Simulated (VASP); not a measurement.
# BaZrO3 (Pm-3m) in VASP: a series of runs

Runs on BaZrO3. Level: PBEsol. Tasks: single point.

All numbers are computed with VASP 6.6.1; they aren't measurements. Logs are shortened: lines on timing, memory, paths and dates and some standing lists are left out, and cuts for length are marked.

## (1) The cell of the first run

The structure is cubic, space group Pm-3m (No. 221). The conventional cell has a = 4.181 Å, b = 4.181 Å, c = 4.181 Å, α = 90.00°, β = 90.00°, γ = 90.00°. Ba (site symmetry m-3m) has 12 O at 2.96 Å and 8 Zr at 3.62 Å within 3.9 Å. Zr (site symmetry m-3m) has 6 O at 2.09 Å within 2.8 Å. Within 2.8 Å of O (site symmetry 4/mmm) lie 2 Zr at 2.09 Å.

## (2) Single point, PBEsol

Input file INCAR:

```
SYSTEM = BaZrO3
  ALGO = Normal
  EDIFF = 1E-6
  ENCUT = 600
  GGA = PS
  GGA_COMPAT = .False.
  ISIF = 2
  ISMEAR = 0
  LASPH = .True.
  LCHARG = .False.
  LREAL = .False.
  LWAVE = .False.
  NBANDS = 28
  NELM = 120
  PREC = Accurate
  SIGMA = 0.02
```

Input file KPOINTS:

```
k-points
0
Gamma
  6 6 6
  0 0 0
```

Input file POSCAR:

```
BaZrO3
1.0
    4.1806569948      0.0000000000      0.0000000000
    0.0000000000      4.1806569948      0.0000000000
    0.0000000000      0.0000000000      4.1806569948
Ba Zr O
1 1 3
Direct
    0.0000000000      0.0000000000      0.0000000000
    0.5000000000      0.5000000000      0.5000000000
    0.5000000000      0.5000000000      0.0000000000
    0.5000000000      0.0000000000      0.5000000000
    0.0000000000      0.5000000000      0.5000000000
```

Potentials or basis: VASP PAW PBE potentials, release 64 (Ba_sv, Zr_sv, O).

Command:

```bash
cat potpaw_PBE.64/Ba_sv/POTCAR potpaw_PBE.64/Zr_sv/POTCAR potpaw_PBE.64/O/POTCAR > POTCAR
mpirun -np 1 vasp_std > vasp.out
```

OUTCAR:

```text
SYSTEM = BaZrO3
   EDIFF = 1E-6
   ENCUT = 600
   GGA = PS
   ISIF = 2
   ISMEAR = 0
   LASPH = .True.
   LREAL = .False.
   NELM = 120
   PREC = Accurate

 ion  position               nearest neighbor table
   1  0.000  0.000  0.000-   3 2.96   4 2.96   5 2.96   4 2.96   5 2.96   3 2.96   5 2.96   5 2.96
                             3 2.96   4 2.96   4 2.96   3 2.96   2 3.62   2 3.62   2 3.62   2 3.62
   2  0.500  0.500  0.500-   3 2.09   4 2.09   5 2.09   3 2.09   4 2.09   5 2.09   1 3.62   1 3.62
                             1 3.62   1 3.62   1 3.62   1 3.62   1 3.62   1 3.62
   3  0.500  0.500  0.000-   2 2.09   2 2.09   1 2.96   1 2.96   1 2.96   1 2.96
   4  0.500  0.000  0.500-   2 2.09   2 2.09   1 2.96   1 2.96   1 2.96   1 2.96
   5  0.000  0.500  0.500-   2 2.09   2 2.09   1 2.96   1 2.96   1 2.96   1 2.96

  LATTYP: Found a simple cubic cell.
 ALAT       =     4.1806569948

  Lattice vectors:

 A1 = (   4.1806569948,   0.0000000000,   0.0000000000)
 A2 = (   0.0000000000,   4.1806569948,   0.0000000000)
 A3 = (   0.0000000000,   0.0000000000,   4.1806569948)

Analysis of symmetry for initial positions (statically):
=====================================================================
 Subroutine PRICEL returns:
 Original cell was already a primitive cell.

 Routine SETGRP: Setting up the symmetry group for a
 simple cubic supercell.

 Subroutine GETGRP returns: Found 48 space group operations
 (whereof 48 operations were pure point group operations)
 out of a pool of 48 trial point group operations.

The static configuration has the point symmetry O_h .

Analysis of symmetry for dynamics (positions and initial velocities):
=====================================================================
 Subroutine PRICEL returns:
 Original cell was already a primitive cell.

 Routine SETGRP: Setting up the symmetry group for a
 simple cubic supercell.

 Subroutine GETGRP returns: Found 48 space group operations
 (whereof 48 operations were pure point group operations)
 out of a pool of 48 trial point group operations.

The dynamic configuration has the point symmetry O_h .

 Subroutine INISYM returns: Found 48 space group operations
 (whereof 48 operations are pure point group operations),
 and found     1 'primitive' translations

----------------------------------------------------------------------------------------

                                     Primitive cell

  volume of cell :      73.0691

  direct lattice vectors                    reciprocal lattice vectors
     4.180656995  0.000000000  0.000000000     0.239196854  0.000000000  0.000000000
     0.000000000  4.180656995  0.000000000     0.000000000  0.239196854  0.000000000
     0.000000000  0.000000000  4.180656995     0.000000000  0.000000000  0.239196854

  length of vectors
     4.180656995  4.180656995  4.180656995     0.239196854  0.239196854  0.239196854

  position of ions in fractional coordinates (direct lattice)
     0.000000000  0.000000000  0.000000000
     0.500000000  0.500000000  0.500000000
     0.500000000  0.500000000  0.000000000
     0.500000000  0.000000000  0.500000000
     0.000000000  0.500000000  0.500000000

  ion indices of the primitive-cell ions
   primitive index   ion index
                 1           1
                 2           2
                 3           3
                 4           4
                 5           5

----------------------------------------------------------------------------------------

 KPOINTS: k-points

Automatic generation of k-mesh.
 Grid dimensions read from file:
 generate k-points for:    6    6    6

 Generating k-lattice:

  Cartesian coordinates                     Fractional coordinates (reciprocal lattice)
     0.039866142  0.000000000  0.000000000     0.166666667  0.000000000  0.000000000
     0.000000000  0.039866142  0.000000000     0.000000000  0.166666667  0.000000000
     0.000000000  0.000000000  0.039866142     0.000000000  0.000000000  0.166666667

  Length of vectors
     0.039866142  0.039866142  0.039866142

  Shift w.r.t. Gamma in fractional coordinates (k-lattice)
     0.000000000  0.000000000  0.000000000

 Subroutine IBZKPT returns following result:
 ===========================================

 Found     20 irreducible k-points:

 Following reciprocal coordinates:
            Coordinates               Weight
  0.000000  0.000000  0.000000      1.000000
  0.166667  0.000000  0.000000      6.000000
  0.333333  0.000000  0.000000      6.000000
  0.500000  0.000000  0.000000      3.000000
  0.166667  0.166667  0.000000     12.000000
  0.333333  0.166667  0.000000     24.000000
[... 12 lines left out ...]
  0.500000  0.500000  0.333333      6.000000
  0.500000  0.500000  0.500000      1.000000
   k-points           NKPTS =     20   k-points in BZ     NKDIM =     20   number of bands    NBANDS=     28
   number of dos      NEDOS =    301   number of ions     NIONS =      5
   total plane-waves  NPLWV =  46656
   dimension x,y,z NGX =    36 NGY =   36 NGZ =   36
   dimension x,y,z NGXF=    72 NGYF=   72 NGZF=   72
   ions per type =               1   1   3
   NGX,Y,Z   is equivalent  to a cutoff of  14.32, 14.32, 14.32 a.u.
   NGXF,Y,Z  is equivalent  to a cutoff of  28.63, 28.63, 28.63 a.u.
 SYSTEM =  BaZrO3
   PREC   = accura    normal or accurate (medium, high low for compatibility)
   ISTART =      0    job   : 0-new  1-cont  2-samecut
   ICHARG =      2    charge: 1-file 2-atom 10-const
   ISPIN  =      1    spin polarized calculation?
   LNONCOLLINEAR =      F non collinear calculations
   LSORBIT =      F    spin-orbit coupling
   LASPH  =      T    aspherical Exc in radial PAW
   ENCUT  =  600.0 eV  44.10 Ry    6.64 a.u.   8.35  8.35  8.35*2*pi/ulx,y,z
   NELM   =    120;   NELMIN=  2; NELMDL= -5     # of ELM steps
   EDIFF  = 0.1E-05   stopping-criterion for ELM
   LREAL  =      F    real-space projection
   EDIFFG = 0.1E-04   stopping-criterion for IOM
   NSW    =      0    number of steps for IOM
   IBRION =     -1    ionic relax: 0-MD 1-quasi-New 2-CG
   NFREE  =      0    steps in history (QN), initial steepest desc. (CG)
   ISIF   =      2    stress and relaxation
   ISYM   =      2    0-nonsym 1-usesym 2-fastsym
   POTIM  = 0.5000    time-step for ionic-motion
   TEBEG  =    0.0;   TEEND  =   0.0 temperature during run
   PSTRESS=    0.0 pullay stress
   NELECT =      40.0000    total number of electrons
   NUPDOWN=      -1.0000    fix difference up-down
   EMIN   =  10.00;   EMAX   =-10.00  energy-range for DOS
   EFERMI =   0.00;   METHOD = LEGACY
   ISMEAR =     0;   SIGMA  =   0.02  broadening in eV -4-tet -1-fermi 0-gaus
   EFERMI_NEDOS =   21; number of points for ismear=-14 and -15
   IALGO  =     38    algorithm
   IMIX   =      4    mixing-type and parameters
     AMIX     =   0.40;   BMIX     =  1.00
     AMIX_MAG =   1.60;   BMIX_MAG =  1.00
  volume/ion in A,a.u.               =      14.61        98.62
  Fermi-wavevector in a.u.,A,eV,Ry     =   1.339215  2.530749 24.402004  1.793497
  Thomas-Fermi vector in A             =   2.467624
   LORBIT       =      0    0 simple, 1 ext, 2 COOP (PROOUT), +10 PAW based schemes
   GGA     = PS    functional components
   LHFCALC =     F    Hartree Fock is set to
   AEXX    =    0.0000 exact exchange contribution
   IVDW    =     0    specifies the selected vdW correction
   LEPSILON=     F    determine dielectric tensor
   LRPA    =     F    only Hartree local field effects (RPA)
 non-spin polarized calculation
 Gauss-broadening in eV      SIGMA  =   0.02
  energy-cutoff  :      600.00
  volume of cell :       73.07
 maximum number of plane-waves:      2469
 NGX is ok and might be reduce to    36
   NGX = 17   NGY = 17   NGZ = 17

 number of electron      40.0000005 magnetization

 Free energy of the ion-electron system (eV)
  ---------------------------------------------------
  ext. energy  EPLUGINS =         0.00000000
  ---------------------------------------------------
  free energy    TOTEN  =       -43.62712132 eV

  energy without entropy =      -43.62712132  energy(sigma->0) =      -43.62712132

 E-fermi :   3.9345     XC(G=0): -11.0604

 val. band max:        3.6878775819   @ k =   0.5000   0.5000   0.5000
 cond. band min:       6.8112414640   @ k =   0.0000   0.0000   0.0000
 fundamental gap:      3.1233638821
 Fermi energy:         3.9345300812

 k-point     1 :       0.0000    0.0000    0.0000
  band No.  band energies     occupation
      1     -43.1395      2.00000
      2     -21.5291      2.00000
      3     -21.3607      2.00000
      4     -21.3607      2.00000
      5     -21.3607      2.00000
      6     -12.6142      2.00000
[... 20 lines left out ...]
     27      11.2361      0.00000
     28      11.2361      0.00000

 k-point     2 :       0.1667    0.0000    0.0000
  band No.  band energies     occupation
      1     -43.1386      2.00000
      2     -21.6026      2.00000
      3     -21.3589      2.00000
      4     -21.3589      2.00000
      5     -21.3382      2.00000
      6     -12.6241      2.00000
[... 20 lines left out ...]
     27      11.2374      0.00000
     28      11.9090      0.00000

 k-point     3 :       0.3333    0.0000    0.0000
  band No.  band energies     occupation
      1     -43.1368      2.00000
      2     -21.7340      2.00000
      3     -21.3551      2.00000
      4     -21.3551      2.00000
      5     -21.3029      2.00000
      6     -12.7378      2.00000
[... 20 lines left out ...]
     27      11.2861      0.00000
     28      11.4827      0.00000

 k-point     4 :       0.5000    0.0000    0.0000
  band No.  band energies     occupation
      1     -43.1359      2.00000
      2     -21.7956      2.00000
      3     -21.3532      2.00000
      4     -21.3532      2.00000
      5     -21.2867      2.00000
      6     -12.8015      2.00000
[... 454 lines left out ...]
     27      11.9664      0.00000
     28      12.6785      0.00000

 k-point    19 :       0.5000    0.5000    0.3333
  band No.  band energies     occupation
      1     -43.1298      2.00000
      2     -21.6091      2.00000
      3     -21.6091      2.00000
      4     -21.5442      2.00000
      5     -21.4001      2.00000
      6     -11.6453      2.00000
[... 20 lines left out ...]
     27      12.2374      0.00000
     28      13.0306      0.00000

 k-point    20 :       0.5000    0.5000    0.5000
  band No.  band energies     occupation
      1     -43.1289      2.00000
      2     -21.6065      2.00000
      3     -21.6065      2.00000
      4     -21.6065      2.00000
      5     -21.3904      2.00000
      6     -11.3475      2.00000
[... 20 lines left out ...]
     27      12.9043      0.00000
     28      12.9043      0.00000

------------------------ aborting loop because EDIFF is reached ----------------------------------------

  FORCE on cell =-STRESS in cart. coord.  units (eV):
  Direction    XX          YY          ZZ          XY          YZ          ZX
  --------------------------------------------------------------------------------------
  -------------------------------------------------------------------------------------
  Total        0.4727507      0.4727507      0.4727507     -0.0000000     -0.0000000      0.0000000
  in kB       10.3659519     10.3659519     10.3659519     -0.0000000     -0.0000000      0.0000000
  external PRESSURE =      10.3659519 kB  Pullay stress =       0.0000000 kB

 VOLUME and BASIS-vectors are now :
 -----------------------------------------------------------------------------
  energy-cutoff  :      600.00
  volume of cell :       73.07
      direct lattice vectors                 reciprocal lattice vectors
     4.180656995  0.000000000  0.000000000     0.239196854  0.000000000  0.000000000
     0.000000000  4.180656995  0.000000000     0.000000000  0.239196854  0.000000000
     0.000000000  0.000000000  4.180656995     0.000000000  0.000000000  0.239196854

 POSITION                                       TOTAL-FORCE (eV/Angst)
 -----------------------------------------------------------------------------------
      0.00000      0.00000      0.00000         0.000000      0.000000      0.000000
      2.09033      2.09033      2.09033         0.000000      0.000000      0.000000
      2.09033      2.09033      0.00000         0.000000      0.000000      0.000000
      2.09033      0.00000      2.09033         0.000000      0.000000      0.000000
      0.00000      2.09033      2.09033         0.000000      0.000000      0.000000
 -----------------------------------------------------------------------------------
    total drift:                                0.000000      0.000000      0.000000

  FREE ENERGIE OF THE ION-ELECTRON SYSTEM (eV)
  ---------------------------------------------------
  free  energy   TOTEN  =       -43.6271213163 eV

  energy  without entropy=      -43.6271213163  energy(sigma->0) =      -43.62712132
```

Wall time 51 s (1 thread of Intel Xeon Platinum 8488C (Sapphire Rapids), shared host); peak memory 0.23 GiB.

What came out:

- Free energy: -43.6271 eV
- Pressure: 1.0 GPa
- Band gap on the k mesh: 3.12 eV (least direct gap 3.34 eV)

Caveat: the PAW data sets were made with another functional, which shifts forces and pressure a little; spin-orbit coupling is left out, which moves the levels of the heavy elements.

[end of part 1 of 2]
